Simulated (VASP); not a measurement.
Input of a VASP 6.6.1 run:

POSCAR

```
Be5Pt
1.0
    0.0000000000      2.9813020700      2.9813020700
    2.9813020700      0.0000000000      2.9813020700
    2.9813020700      2.9813020700      0.0000000000
Be Pt
5 1
Direct
    0.2499999992      0.2499999992      0.2499999992
    0.6242626196      0.6242626196      0.1272121312
    0.6242626196      0.1272121312      0.6242626196
    0.1272121312      0.6242626196      0.6242626196
    0.6242626196      0.6242626196      0.6242626196
    0.0000000000      0.0000000000      0.0000000000
```

INCAR.step1

```
SYSTEM = Be5Pt
ALGO = Normal
EDIFF = 1E-5
ENCUT = 660
GGA = PE
GGA_COMPAT = .FALSE.
ISMEAR = -1
LASPH = .TRUE.
LCHARG = .FALSE.
LREAL = .FALSE.
LWAVE = .TRUE.
NBANDS = 19
NELM = 120
PREC = Accurate
SIGMA = 0.2
```

Contents of INCAR.step2:

```
SYSTEM = Be5Pt
ALGO = Normal
EDIFF = 1E-6
ENCUT = 660
GGA_COMPAT = .FALSE.
ISIF = 2
ISMEAR = -1
ISTART = 1
LASPH = .TRUE.
LCHARG = .TRUE.
LELF = .TRUE.
LMIXTAU = .TRUE.
LREAL = .FALSE.
LVHAR = .TRUE.
LWAVE = .FALSE.
METAGGA = R2SCAN
NBANDS = 19
NELM = 120
PREC = Accurate
SIGMA = 0.2
```

Contents of KPOINTS:

```
k-points
0
G
  7 7 7
  0 0 0
```

Potentials or basis: VASP PAW PBE potentials, release 64 (Be, Pt).

The run is started by

```sh
$ cat potpaw_PBE.64/Be/POTCAR potpaw_PBE.64/Pt/POTCAR > POTCAR
$ cp INCAR.step1 INCAR
$ mpirun -np 1 vasp_std > vasp.out
$ cp INCAR.step2 INCAR
$ mpirun -np 1 vasp_std > vasp.out
```

Estimate the pressure.

0.3 GPa.

Estimate the largest force.

0.104 eV/Å.

Forces in eV/Å, atoms in the order of the input:
```
Be   0.000  0.000  0.000
Be  -0.060 -0.060  0.060
Be  -0.060  0.060 -0.060
Be   0.060 -0.060 -0.060
Be   0.060  0.060  0.060
Pt   0.000  0.000  0.000
```

Caveat: the PAW data sets were made with another functional, which shifts forces and pressure a little.
